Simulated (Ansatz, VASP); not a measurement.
# Two plane-wave programs on Ti

```
Ti
1.0
     0.00000    1.87124    2.18374
     1.87124    0.00000    2.18374
     1.87124    1.87124    0.00000
Ti
1
Direct
  0.00000 0.00000 0.00000
```

Alike in both runs: task single point; functional PBE; k mesh 20 × 20 × 20; occupations gaussian, width 0.15 eV; no spin polarisation.

|  | VASP | Ansatz |
| --- | --- | --- |
| version | VASP 6.6.1 | Ansatz 0.2.0 |
| potentials or method | VASP PAW PBE potentials, release 64 (Ti_sv), cutoff 520 eV | scalar-relativistic, plane waves, PAW |
| valence electrons in the cell | 12 | 12 |

```tsv
	VASP	Ansatz	Ansatz less VASP
gap on the k mesh at the Fermi level (eV)	none	none	-
pressure (GPa)	16.0	16.5	+0.46
traceless stress, the component that is largest in VASP (GPa)	-2.71	-2.60	+0.110
```

A gap of «none» marks a metal or a gap that the smearing closes.
